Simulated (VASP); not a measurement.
# CsBr (Pm-3m) in VASP: a series of runs

The runs below take CsBr through single point, with PBEsol.

Everything below comes from runs of VASP 6.6.1. Logs are shortened: lines on timing, memory, paths and dates and some standing lists are left out, and cuts for length are marked.

**1. The cell of the first run**

It takes space group Pm-3m (No. 221, cubic). The conventional cell has a = 4.016 Å, b = 4.016 Å, c = 4.016 Å, α = 90.00°, β = 90.00°, γ = 90.00°. Within 4.6 Å of Cs (site symmetry m-3m) lie 8 Br at 3.48 Å and 6 Cs at 4.02 Å. Br (site symmetry m-3m) has 8 Cs at 3.48 Å and 6 Br at 4.02 Å within 4.6 Å.

**2. Single point, PBEsol**

The input, INCAR:

```
SYSTEM = CsBr
  PREC = Accurate
  ENCUT = 500
  EDIFF = 1E-6
  ISMEAR = 0
  SIGMA = 0.01
  LREAL = .FALSE.
  LASPH = .TRUE.
  NELM = 120
  ALGO = Normal
  ISIF = 2
  LWAVE = .FALSE.
  LCHARG = .TRUE.
  GGA = PS
  LELF = .TRUE.
  LVHAR = .TRUE.
  NBANDS = 15
  GGA_COMPAT = .FALSE.
```

The input, KPOINTS:

```
Automatic mesh
0
G
  6 6 6
  0 0 0
```

The input, POSCAR:

```
CsBr
1.0
    4.0163359718      0.0000000000      0.0000000000
    0.0000000000      4.0163359718      0.0000000000
    0.0000000000      0.0000000000      4.0163359718
Cs Br
1 1
Direct
    0.0000000000      0.0000000000      0.0000000000
    0.5000000000      0.5000000000      0.5000000000
```

Potentials or basis: VASP PAW PBE potentials, release 64 (Cs_sv, Br).

Command:

```console
$ cat potpaw_PBE.64/Cs_sv/POTCAR potpaw_PBE.64/Br/POTCAR > POTCAR
$ mpirun -np 1 vasp_std > vasp.out
```

OUTCAR:

```text
SYSTEM = CsBr
   PREC = Accurate
   ENCUT = 500
   EDIFF = 1E-6
   ISMEAR = 0
   LREAL = .FALSE.
   LASPH = .TRUE.
   NELM = 120
   ISIF = 2
   GGA = PS

 ion  position               nearest neighbor table
   1  0.000  0.000  0.000-
   2  0.500  0.500  0.500-

  LATTYP: Found a simple cubic cell.
 ALAT       =     4.0163359718

  Lattice vectors:

 A1 = (   4.0163359718,   0.0000000000,   0.0000000000)
 A2 = (   0.0000000000,   4.0163359718,   0.0000000000)
 A3 = (   0.0000000000,   0.0000000000,   4.0163359718)

Analysis of symmetry for initial positions (statically):
=====================================================================
 Subroutine PRICEL returns:
 Original cell was already a primitive cell.

 Routine SETGRP: Setting up the symmetry group for a
 simple cubic supercell.

 Subroutine GETGRP returns: Found 48 space group operations
 (whereof 48 operations were pure point group operations)
 out of a pool of 48 trial point group operations.

The static configuration has the point symmetry O_h .

Analysis of symmetry for dynamics (positions and initial velocities):
=====================================================================
 Subroutine PRICEL returns:
 Original cell was already a primitive cell.

 Routine SETGRP: Setting up the symmetry group for a
 simple cubic supercell.

 Subroutine GETGRP returns: Found 48 space group operations
 (whereof 48 operations were pure point group operations)
 out of a pool of 48 trial point group operations.

The dynamic configuration has the point symmetry O_h .

 Subroutine INISYM returns: Found 48 space group operations
 (whereof 48 operations are pure point group operations),
 and found     1 'primitive' translations

----------------------------------------------------------------------------------------

                                     Primitive cell

  volume of cell :      64.7873

  direct lattice vectors                    reciprocal lattice vectors
     4.016335972  0.000000000  0.000000000     0.248983155  0.000000000  0.000000000
     0.000000000  4.016335972  0.000000000     0.000000000  0.248983155  0.000000000
     0.000000000  0.000000000  4.016335972     0.000000000  0.000000000  0.248983155

  length of vectors
     4.016335972  4.016335972  4.016335972     0.248983155  0.248983155  0.248983155

  position of ions in fractional coordinates (direct lattice)
     0.000000000  0.000000000  0.000000000
     0.500000000  0.500000000  0.500000000

  ion indices of the primitive-cell ions
   primitive index   ion index
                 1           1
                 2           2

----------------------------------------------------------------------------------------

 KPOINTS: Automatic mesh

Automatic generation of k-mesh.
 Grid dimensions read from file:
 generate k-points for:    6    6    6

 Generating k-lattice:

  Cartesian coordinates                     Fractional coordinates (reciprocal lattice)
     0.041497192  0.000000000  0.000000000     0.166666667  0.000000000  0.000000000
     0.000000000  0.041497192  0.000000000     0.000000000  0.166666667  0.000000000
     0.000000000  0.000000000  0.041497192     0.000000000  0.000000000  0.166666667

  Length of vectors
     0.041497192  0.041497192  0.041497192

  Shift w.r.t. Gamma in fractional coordinates (k-lattice)
     0.000000000  0.000000000  0.000000000

 Subroutine IBZKPT returns following result:
 ===========================================

 Found     20 irreducible k-points:

 Following reciprocal coordinates:
            Coordinates               Weight
  0.000000  0.000000  0.000000      1.000000
  0.166667  0.000000  0.000000      6.000000
  0.333333  0.000000  0.000000      6.000000
  0.500000  0.000000  0.000000      3.000000
  0.166667  0.166667  0.000000     12.000000
  0.333333  0.166667  0.000000     24.000000
[... 12 lines left out ...]
  0.500000  0.500000  0.333333      6.000000
  0.500000  0.500000  0.500000      1.000000
   k-points           NKPTS =     20   k-points in BZ     NKDIM =     20   number of bands    NBANDS=     15
   number of dos      NEDOS =    301   number of ions     NIONS =      2
   total plane-waves  NPLWV =  27000
   dimension x,y,z NGX =    30 NGY =   30 NGZ =   30
   dimension x,y,z NGXF=    60 NGYF=   60 NGZF=   60
   ions per type =               1   1
   NGX,Y,Z   is equivalent  to a cutoff of  12.42, 12.42, 12.42 a.u.
   NGXF,Y,Z  is equivalent  to a cutoff of  24.84, 24.84, 24.84 a.u.
 SYSTEM =  CsBr
   PREC   = accura    normal or accurate (medium, high low for compatibility)
   ISTART =      0    job   : 0-new  1-cont  2-samecut
   ICHARG =      2    charge: 1-file 2-atom 10-const
   ISPIN  =      1    spin polarized calculation?
   LNONCOLLINEAR =      F non collinear calculations
   LSORBIT =      F    spin-orbit coupling
   LASPH  =      T    aspherical Exc in radial PAW
   ENCUT  =  500.0 eV  36.75 Ry    6.06 a.u.   7.32  7.32  7.32*2*pi/ulx,y,z
   NELM   =    120;   NELMIN=  2; NELMDL= -5     # of ELM steps
   EDIFF  = 0.1E-05   stopping-criterion for ELM
   LREAL  =      F    real-space projection
   EDIFFG = 0.1E-04   stopping-criterion for IOM
   NSW    =      0    number of steps for IOM
   IBRION =     -1    ionic relax: 0-MD 1-quasi-New 2-CG
   NFREE  =      0    steps in history (QN), initial steepest desc. (CG)
   ISIF   =      2    stress and relaxation
   ISYM   =      2    0-nonsym 1-usesym 2-fastsym
   POTIM  = 0.5000    time-step for ionic-motion
   TEBEG  =    0.0;   TEEND  =   0.0 temperature during run
   PSTRESS=    0.0 pullay stress
   NELECT =      16.0000    total number of electrons
   NUPDOWN=      -1.0000    fix difference up-down
   EMIN   =  10.00;   EMAX   =-10.00  energy-range for DOS
   EFERMI =   0.00;   METHOD = LEGACY
   ISMEAR =     0;   SIGMA  =   0.01  broadening in eV -4-tet -1-fermi 0-gaus
   EFERMI_NEDOS =   21; number of points for ismear=-14 and -15
   IALGO  =     38    algorithm
   IMIX   =      4    mixing-type and parameters
     AMIX     =   0.40;   BMIX     =  1.00
     AMIX_MAG =   1.60;   BMIX_MAG =  1.00
  volume/ion in A,a.u.               =      32.39       218.60
  Fermi-wavevector in a.u.,A,eV,Ry     =   1.027113  1.940962 14.353611  1.054961
  Thomas-Fermi vector in A             =   2.161041
   LORBIT       =      0    0 simple, 1 ext, 2 COOP (PROOUT), +10 PAW based schemes
   GGA     = PS    functional components
   LHFCALC =     F    Hartree Fock is set to
   AEXX    =    0.0000 exact exchange contribution
   IVDW    =     0    specifies the selected vdW correction
   LEPSILON=     F    determine dielectric tensor
   LRPA    =     F    only Hartree local field effects (RPA)
 non-spin polarized calculation
 Gauss-broadening in eV      SIGMA  =   0.01
  energy-cutoff  :      500.00
  volume of cell :       64.79
 maximum number of plane-waves:      1662
 NGX is ok and might be reduce to    30
   NGX = 15   NGY = 15   NGZ = 15

 number of electron      15.9999998 magnetization

 Free energy of the ion-electron system (eV)
  ---------------------------------------------------
  ext. energy  EPLUGINS =         0.00000000
  ---------------------------------------------------
  free energy    TOTEN  =        -6.21734814 eV

  energy without entropy =       -6.21734814  energy(sigma->0) =       -6.21734814

 E-fermi :   0.8304     XC(G=0):  -9.1906

 val. band max:        0.7851471021   @ k =   0.0000   0.0000   0.0000
 cond. band min:       5.1742735267   @ k =   0.0000   0.0000   0.0000
 fundamental gap:      4.3891264247
 Fermi energy:         0.8303611542

 k-point     1 :       0.0000    0.0000    0.0000
  band No.  band energies     occupation
      1     -18.8872      2.00000
      2     -11.9595      2.00000
      3      -5.3540      2.00000
      4      -5.3540      2.00000
      5      -5.3540      2.00000
      6       0.7851      2.00000
      7       0.7851      2.00000
      8       0.7851      2.00000
      9       5.1743      0.00000
     10       5.1743      0.00000
     11       5.9156      0.00000
     12      10.3927      0.00000
     13      10.3927      0.00000
     14      10.3927      0.00000
     15      13.4648      0.00000

 k-point     2 :       0.1667    0.0000    0.0000
  band No.  band energies     occupation
      1     -18.8554      2.00000
      2     -11.9857      2.00000
      3      -5.5085      2.00000
      4      -5.2990      2.00000
      5      -5.2990      2.00000
      6       0.1825      2.00000
      7       0.6735      2.00000
      8       0.6735      2.00000
      9       5.3911      0.00000
     10       6.0054      0.00000
     11       6.7460      0.00000
     12      10.2278      0.00000
     13      10.2278      0.00000
     14      10.5798      0.00000
     15      11.7137      0.00000

 k-point     3 :       0.3333    0.0000    0.0000
  band No.  band energies     occupation
      1     -18.7902      2.00000
      2     -12.0458      2.00000
      3      -5.7590      2.00000
      4      -5.1830      2.00000
      5      -5.1830      2.00000
      6      -0.7389      2.00000
      7       0.4404      2.00000
      8       0.4404      2.00000
      9       5.9827      0.00000
     10       7.8918      0.00000
     11       8.3538      0.00000
     12       9.7471      0.00000
     13      10.1897      0.00000
     14      10.1897      0.00000
     15      11.0640      0.00000
[... 271 lines left out ...]
 k-point    19 :       0.5000    0.5000    0.3333
  band No.  band energies     occupation
      1     -18.5861      2.00000
      2     -11.7229      2.00000
      3      -6.1119      2.00000
      4      -6.1119      2.00000
      5      -5.7739      2.00000
      6      -0.7870      2.00000
      7      -0.7870      2.00000
      8      -0.7368      2.00000
      9       8.9838      0.00000
     10       8.9929      0.00000
     11       9.1433      0.00000
     12       9.1433      0.00000
     13      11.8099      0.00000
     14      11.8099      0.00000
     15      13.3843      0.00000

 k-point    20 :       0.5000    0.5000    0.5000
  band No.  band energies     occupation
      1     -18.5625      2.00000
      2     -11.6844      2.00000
      3      -6.0000      2.00000
      4      -6.0000      2.00000
      5      -6.0000      2.00000
      6      -1.0806      2.00000
      7      -1.0806      2.00000
      8      -1.0806      2.00000
      9       9.9810      0.00000
     10       9.9810      0.00000
     11       9.9810      0.00000
     12      10.8100      0.00000
     13      10.8100      0.00000
     14      10.8100      0.00000
     15      13.4630      0.00000

------------------------ aborting loop because EDIFF is reached ----------------------------------------

  FORCE on cell =-STRESS in cart. coord.  units (eV):
  Direction    XX          YY          ZZ          XY          YZ          ZX
  --------------------------------------------------------------------------------------
  -------------------------------------------------------------------------------------
  Total        1.6777369      1.6777369      1.6777369      0.0000000      0.0000000     -0.0000000
  in kB       41.4900855     41.4900855     41.4900855      0.0000000      0.0000000     -0.0000000
  external PRESSURE =      41.4900855 kB  Pullay stress =       0.0000000 kB

 VOLUME and BASIS-vectors are now :
 -----------------------------------------------------------------------------
  energy-cutoff  :      500.00
  volume of cell :       64.79
      direct lattice vectors                 reciprocal lattice vectors
     4.016335972  0.000000000  0.000000000     0.248983155  0.000000000  0.000000000
     0.000000000  4.016335972  0.000000000     0.000000000  0.248983155  0.000000000
     0.000000000  0.000000000  4.016335972     0.000000000  0.000000000  0.248983155

 POSITION                                       TOTAL-FORCE (eV/Angst)
 -----------------------------------------------------------------------------------
      0.00000      0.00000      0.00000         0.000000      0.000000      0.000000
      2.00817      2.00817      2.00817         0.000000      0.000000      0.000000
 -----------------------------------------------------------------------------------
    total drift:                                0.000000      0.000000     -0.000000

  FREE ENERGIE OF THE ION-ELECTRON SYSTEM (eV)
  ---------------------------------------------------
  free  energy   TOTEN  =        -6.2173481414 eV

  energy  without entropy=       -6.2173481414  energy(sigma->0) =       -6.21734814
```

Wall time 10 s (1 thread of AMD EPYC 9R45 (Zen 5), shared host); peak memory 0.14 GiB.

Results:

| Item | Value |
| --- | --- |
| Free energy | -6.2173 eV |
| Pressure | 4.1 GPa |
| Band gap on the k mesh | 4.39 eV, direct |

Levels at points of the mesh, in eV from the valence-band top:
```tsv
k point	band 6	band 7	band 8	band 9	band 10	band 11
(0.00, 0.00, 0.00)	0.00	0.00	0.00	4.39	4.39	5.13
(0.50, 0.00, 0.00)	-1.91	-0.47	-0.47	5.69	7.99	8.12
(0.50, 0.50, 0.00)	-0.66	-0.66	-0.14	5.12	5.40	7.19
(0.50, 0.50, 0.50)	-1.87	-1.87	-1.87	9.20	9.20	9.20
```

Caveat: the PAW data sets were made with another functional, which shifts forces and pressure a little; spin-orbit coupling is left out, which moves the levels of the heavy elements.

**3. Single point, PBEsol**

This run uses another cell than the first one, of 34.61 Å³/atom, 1.068 times its volume.

The input, INCAR:

```
SYSTEM = CsBr
PREC = Accurate ; ENCUT = 500
EDIFF = 1E-6 ; ISMEAR = 0
SIGMA = 0.01 ; LREAL = .False.
LASPH = .True. ; NELM = 120
ALGO = Normal ; ISIF = 2
LWAVE = .False. ; LCHARG = .False.
GGA = PS ; NBANDS = 15
GGA_COMPAT = .False.
```

The input, KPOINTS:

```
regular mesh
0
Gamma
  6 6 6
  0 0 0
```

The input, POSCAR:

```
CsBr
1.0
    4.1059493001      0.0000000000      0.0000000000
    0.0000000000      4.1059493001      0.0000000000
    0.0000000000      0.0000000000      4.1059493001
Cs Br
1 1
Direct
    0.0000000000      0.0000000000      0.0000000000
    0.5000000000      0.5000000000      0.5000000000
```

Potentials or basis: VASP PAW PBE potentials, release 64 (Cs_sv, Br).

Command:

```console
$ cat potpaw_PBE.64/Cs_sv/POTCAR potpaw_PBE.64/Br/POTCAR > POTCAR
$ mpirun -np 1 vasp_std > vasp.out
```

Wall time 9.6 s (1 thread of AMD EPYC 9R45 (Zen 5), shared host); peak memory 0.14 GiB.

It converged, with:

- Free energy: -6.3027 eV
- Pressure: 2.1 GPa
- Band gap on the k mesh: 4.56 eV, direct

Levels at points of the mesh, in eV from the valence-band top:
```tsv
k point	band 4	band 5	band 6	band 7	band 8	band 9	band 10	band 11	band 12	band 13
(0.00, 0.00, 0.00)	-6.17	-6.17	0.00	0.00	0.00	4.56	4.56	4.83	9.45	9.45
(0.50, 0.00, 0.00)	-5.99	-5.99	-1.71	-0.36	-0.36	5.77	7.81	8.08	8.34	9.33
(0.50, 0.50, 0.00)	-7.05	-5.89	-0.64	-0.64	-0.08	5.14	5.40	7.20	7.20	11.98
(0.50, 0.50, 0.50)	-6.73	-6.73	-1.61	-1.61	-1.61	8.87	8.87	8.87	9.67	9.67
```

Caveat: the PAW data sets were made with another functional, which shifts forces and pressure a little; spin-orbit coupling is left out, which moves the levels of the heavy elements.
